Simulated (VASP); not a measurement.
A run of VASP 6.6.1 is set up as follows.

The input INCAR:

```
SYSTEM = Pt
ALGO     = Normal         ! electronic algorithm
EDIFF    = 1E-6           ! SCF threshold, eV
EDIFFG   = -0.005         ! ionic threshold
ENCUT    = 600            ! plane-wave cutoff, eV
IBRION   = 2              ! ionic algorithm
ISIF     = 3              ! what is computed and relaxed
ISMEAR   = 0              ! smearing method
LASPH    = .True.         ! aspherical terms in the spheres
LCHARG   = .False.        ! write CHGCAR
LREAL    = .False.        ! projectors in reciprocal space
LWAVE    = .False.        ! write WAVECAR
NELM     = 80             ! most SCF steps
NSW      = 70             ! ionic steps
PREC     = Accurate       ! precision mode
SIGMA    = 0.1            ! smearing width, eV
```

Contents of KPOINTS:

```
k-points
0
Gamma
  18 18 18
  0 0 0
```

Contents of POSCAR:

```
Pt
1.0
    0.0000000000      1.9850569795      1.9850569795
    1.9850569795      0.0000000000      1.9850569795
    1.9850569795      1.9850569795      0.0000000000
Pt
1
Direct
    0.0000000000      0.0000000000      0.0000000000
```

Potentials or basis: VASP PAW LDA potentials, release 64 (Pt).

Command:

```console
$ cat potpaw_LDA.64/Pt/POTCAR > POTCAR
$ mpirun -np 1 vasp_std > vasp.out
```

Predict the band gap on the k mesh.

zero (band 5 reaches 12.02 eV, above the bottom of band 6 at 9.72 eV).

Estimate the space group after relaxing (to 0.05 Å).

Fm-3m (No. 225).

Estimate the relaxed volume.

14.80 Å³/atom.

Step by step:
| step | energy change (eV) | largest force (eV/Å) | pressure (GPa) | volume (Å³) |
| --- | --- | --- | --- | --- |
| 1 | 0.0000 | 0.0000 | -14.63 | 15.64 |
| 2 | 0.3856 | 0.0000 | 74.14 | 12.63 |
| 3 | -0.0407 | 0.0000 | -1.04 | 14.85 |
| 4 | -0.0409 | 0.0000 | -0.26 | 14.81 |
| 5 | -0.0409 | 0.0000 | 0.07 | 14.80 |
| 6 | -0.0409 | 0.0000 | -0.15 | 14.81 |
| 7 | -0.0409 | 0.0000 | 0.00 | 14.80 |

Caveat: spin-orbit coupling is left out, which moves the levels of the heavy elements. Zero-point motion and thermal expansion aren't in these numbers.
